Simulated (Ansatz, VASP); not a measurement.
One calculation of TePb3Se2, two programs

```
CELL_PARAMETERS angstrom
4.47785 0.00000 0.00000
-2.23893 3.87793 0.00000
0.00000 0.00000 10.97135
ATOMIC_POSITIONS crystal
Te 0.00000 0.00000 0.50000
Pb 0.33333 0.66667 0.68082
Pb 0.66667 0.33333 0.31918
Pb 0.00000 0.00000 0.00000
Se 0.33333 0.66667 0.16027
Se 0.66667 0.33333 0.83973
```

Alike in both runs: functional PBE; k mesh 12 × 12 × 4; occupations gaussian, width 0.02 eV; no spin polarisation.

Ansatz relaxed the structure, and its values are those at the end. VASP's run is a single point on that final structure, the one shown.

|  | VASP | Ansatz |
| --- | --- | --- |
| version | VASP 6.6.1 | Ansatz 0.2.0 |
| potentials or method | VASP PAW PBE potentials, release 64 (Te, Pb_d, Se), cutoff 520 eV | scalar-relativistic, plane waves, PAW |
| valence electrons in the cell | 60 | 90 |

```tsv
	VASP	Ansatz	Ansatz less VASP
gap on the k mesh at the Fermi level (eV)	0.57	0.57	-0.004
least direct gap on the mesh (eV)	0.58	0.57	-0.005
pressure (GPa)	0.0	0.0	+0.03
```

The functional is the same, so the differences come from potentials, cutoffs and numerics. VASP's potentials hold 60 valence electrons a cell and Ansatz's 90, so a difference there can come from the potentials and not from the codes.

Neither program's run includes spin-orbit coupling.
